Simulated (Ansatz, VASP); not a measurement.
## One calculation of PbS, two programs

```
CELL_PARAMETERS angstrom
2.94050 -2.90000 0.00000
2.94050 2.90000 0.00000
-1.08005 0.00000 11.70929
ATOMIC_POSITIONS crystal
Pb 0.77560 0.77560 0.63638
Pb 0.22440 0.22440 0.36362
S 0.26840 0.26840 0.59860
S 0.73160 0.73160 0.40140
```

Alike in both runs: task single point; functional PBEsol; k mesh 6 × 6 × 2; no spin polarisation.

|  | VASP | Ansatz |
| --- | --- | --- |
| version | VASP 6.6.1 | Ansatz 0.2.0 |
| potentials or method | VASP PAW PBE potentials, release 64 (Pb_d, S) | plane waves, PAW |
| plane-wave cutoff (eV) | 520 | 420 |
| occupations | gaussian, width 0.01 eV | fixed |
| valence electrons in the cell | 40 | 40 |

```csv
,VASP,Ansatz,Ansatz less VASP
gap on the k mesh at the Fermi level (eV),1.25,1.25,+0.001
```

VASP's potentials were made for PBE, not for PBEsol.

Spin-orbit coupling is off throughout.
